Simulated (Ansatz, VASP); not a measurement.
## Two plane-wave programs on GaP

The input INCAR:

```
PREC = Accurate ; ENCUT = 520
EDIFF = 1E-6 ; ISMEAR = 1
SIGMA = 0.4 ; LREAL = False
LASPH = True ; NELM = 100
ALGO = Normal ; ISIF = 2
LWAVE = False ; LCHARG = False
GGA = PE ; NBANDS = 16
```

File KPOINTS:

```
regular mesh
0
Gamma
  10 10 10
```

POSCAR

```
GaP
1.0
    0.0000000000      2.7252500000      2.7252500000
    2.7252500000      0.0000000000      2.7252500000
    2.7252500000      2.7252500000      0.0000000000
Ga P
1 1
Direct
    0.0000000000      0.0000000000      0.0000000000
    0.7500000000      0.7500000000      0.7500000000
```

Input for Ansatz:

```yaml
crystal:
  lattice:
    - [0.0, 2.72525, 2.72525]
    - [2.72525, 0.0, 2.72525]
    - [2.72525, 2.72525, 0.0]
  atoms:
    - { symbol: Ga, position: [0.0, 0.0, 0.0] }
    - { symbol: P, position: [0.75, 0.75, 0.75] }
basis:
  ecutwfc: 420
kpoints:
  mp_grid: { grid: [10, 10, 10] }
hamiltonian:
  xc: pbe
scf:
  occupations: { method: methfessel_paxton, width: 0.4 }
output:
  forces: true
  stress: true
  eigenvalues: true
```

Alike in both runs: task single point; functional PBE; k mesh 10 × 10 × 10; occupations methfessel-paxton of order 1, width 0.4 eV; no spin polarisation.

|  | VASP | Ansatz |
| --- | --- | --- |
| version | VASP 6.6.1 | Ansatz 0.2.0 |
| potentials or method | VASP PAW PBE potentials, release 64 (Ga_d, P), cutoff 520 eV | scalar-relativistic, plane waves, PAW |
| valence electrons in the cell | 18 | 18 |

Ansatz gave:

| Property | Result |
| --- | --- |
| gap on the k mesh at the Fermi level (eV) | 1.61 |
| least direct gap on the mesh (eV) | 1.83 |
| pressure (GPa) | 2.5 |

Task: Estimate VASP's values.

Result: gap on the k mesh at the Fermi level (eV): 1.60; least direct gap on the mesh (eV): 1.83; pressure (GPa): 2.4.
